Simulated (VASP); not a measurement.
The system is La3B2.

```
La B
1.0
     4.75940    0.00000    0.00000
     0.00000    4.75940    0.00000
     0.00000    0.00000    4.75940
La B
3 2
Direct
  0.00000 0.50000 0.50000
  0.50000 0.00000 0.50000
  0.50000 0.50000 0.00000
  0.50000 0.50000 0.50000
  0.00000 0.00000 0.00000
```

- Program: VASP 6.6.1
- Task: relaxation of cell and atoms
- Functional: PBE
- Potentials or basis: VASP PAW PBE potentials, release 64 (La, B)
- Cutoff: 600 eV
- k mesh: 4 × 4 × 4
- Occupations: gaussian, width 0.1 eV
- Spin: no spin polarisation

At the start: pressure 16.8 GPa; volume 21.56 Å³/atom.

Problem. Where does the relaxation end?

Solution. Over 3 steps the energy falls by 261.7 meV/atom and the volume is 27.37 Å³/atom (+26.9 %); space group Pm-3m (No. 221, to 0.05 Å).

The path:
```tsv
step	energy change (eV)	largest force (eV/Å)	pressure (GPa)	volume (Å³)
1	0.0000	0.0000	16.80	107.81
2	-1.2094	0.0000	-3.01	147.09
3	-1.3087	0.0000	0.07	136.85
```

Final structure:
```
La B
1.0
     5.15329    0.00000    0.00000
     0.00000    5.15329    0.00000
     0.00000    0.00000    5.15329
La B
3 2
Direct
  0.00000 0.50000 0.50000
  0.50000 0.00000 0.50000
  0.50000 0.50000 0.00000
  0.50000 0.50000 0.50000
  0.00000 0.00000 0.00000
```

Caveat: the volume moved by over 15 % at a fixed basis, so the end points are rough.
